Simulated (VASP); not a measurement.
Set up this calculation in VASP 6.6.1, as the native input.

```
Task                   : single point
Functional             : PBE
Potentials or basis    : VASP PAW PBE potentials, release 64 (Ti_sv, O)
Cutoff                 : 520 eV
k mesh                 : 7 × 7 × 10
Occupations            : fermi-dirac, width 0.02 eV
Spin                   : no spin polarisation
Dipole correction      : no
Further INCAR settings : ALGO = Normal; EDIFF = 1e-06; NBANDS = 33
```

The structure of TiO2 lies in POSCAR:

```
TiO2
1.0
    4.5940000000      0.0000000000      0.0000000000
    0.0000000000      4.5940000000      0.0000000000
    0.0000000000      0.0000000000      2.9590000000
Ti O
2 4
Direct
    0.0000000000      0.0000000000      0.0000000000
    0.5000000000      0.5000000000      0.5000000000
    0.3042802921      0.3042802921      0.0000000000
    0.1957197079      0.8042802921      0.5000000000
    0.6957197079      0.6957197079      0.0000000000
    0.8042802921      0.1957197079      0.5000000000
```

These files were run (other wordings do the same):

INCAR

```
SYSTEM = TiO2
ALGO = Normal
EDIFF = 1E-6
ENCUT = 520
GGA = PE
ISIF = 2
ISMEAR = -1
LASPH = .True.
LCHARG = .False.
LREAL = .False.
LWAVE = .False.
NBANDS = 33
NELM = 60
PREC = Accurate
SIGMA = 0.02
```

KPOINTS

```
k-points
0
Gamma
  7 7 10
  0 0 0
```

Potentials or basis: VASP PAW PBE potentials, release 64 (Ti_sv, O).

Launch:

```sh
$ cat potpaw_PBE.64/Ti_sv/POTCAR potpaw_PBE.64/O/POTCAR > POTCAR
$ mpirun -np 1 vasp_std > vasp.out
```

It gave:

The pressure is 5.5 GPa and the largest force is 0.026 eV/Å. The band gap on the k mesh is 1.84 eV.

Caveat: the cell stands under pressure; an odd mesh through Γ misses points on the zone boundary, where band edges can lie.

It took 2.4 min on 1 thread of Intel(R) Xeon(R) Platinum 8259CL CPU @ 2.50GHz (Skylake/Cascade Lake), with other jobs on the host, peak memory 0.23 GiB.
